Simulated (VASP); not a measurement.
A run of VASP 6.6.1:

File INCAR:

```
PREC = Accurate
ENCUT = 520
EDIFF = 1E-7
ISMEAR = -1
SIGMA = 0.1
LREAL = False
LASPH = True
NELM = 80
ALGO = Normal
ISIF = 2
LWAVE = False
LCHARG = True
GGA = PE
LELF = True
LVHAR = True
NBANDS = 34
```

Contents of KPOINTS:

```
regular mesh
0
Gamma
  11 11 9
```

Contents of POSCAR:

```
Ga
1.0
    2.3107965904     -3.8729245499      0.0000000000
    2.3107965904      3.8729245499      0.0000000000
    0.0000000000      0.0000000000      4.5463106024
Ga
4
Direct
    0.8442122853      0.1557877147      0.0839450138
    0.6557877147      0.3442122853      0.5839450138
    0.1557877147      0.8442122853      0.9160549862
    0.3442122853      0.6557877147      0.4160549862
```

Potentials or basis: VASP PAW PBE potentials, release 64 (Ga_d).

Command:

```console
$ cat potpaw_PBE.64/Ga_d/POTCAR > POTCAR
$ mpirun -np 1 vasp_std > vasp.out
```

Hardware: 1 thread of Intel(R) Xeon(R) 6975P-C (Granite Rapids) (shared host).

Question: Estimate the wall time of this run.

Answer: Wall time 3.2 min on 1 thread of Intel(R) Xeon(R) 6975P-C (Granite Rapids), on a shared host, peak memory 0.45 GiB. Counts: scf iterations 14, k points 180.
